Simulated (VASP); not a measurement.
The system is CoO.

```
Co O
1.0
    -1.48762    1.48762    2.07877
     1.48762   -1.48762    2.07877
     1.48762    1.48762   -2.07877
Co O
1 1
Direct
  0.00000 0.00000 0.00000
  0.50000 0.50000 0.00000
```

Base run:

```yaml
Program: VASP 6.6.1
Functional: PBE
Potentials_or_basis: VASP PAW PBE potentials, release 64 (Co, O)
Cutoff: 520 eV
k_mesh: 12 × 12 × 12
Occupations: fermi-dirac, width 0.05 eV
Spin: collinear spin, ferromagnetic start
Starting_moments: "[2.0, 0.0] μB"
```

Its results: pressure 6.2 GPa; net moment 2.72 μB per cell; site moments Co +2.42; O +0.25 μB.

**Question.** The run is repeated on the same cell with these changes: functional from PBE to PBEsol; further incar settings from ALGO = Normal; EDIFF = 1e-07; NBANDS = 18 to ALGO = Normal; EDIFF = 1e-06; NBANDS = 18. What comes out?

**Answer.** Pressure -3.4 GPa; net moment 2.79 μB per cell; site moments Co +2.46; O +0.28 μB.

Caveats: a cell with one magnetic atom can't hold antiferromagnetic order, which such compounds often take; the PAW data sets were made with another functional, which shifts forces and pressure a little (some runs).
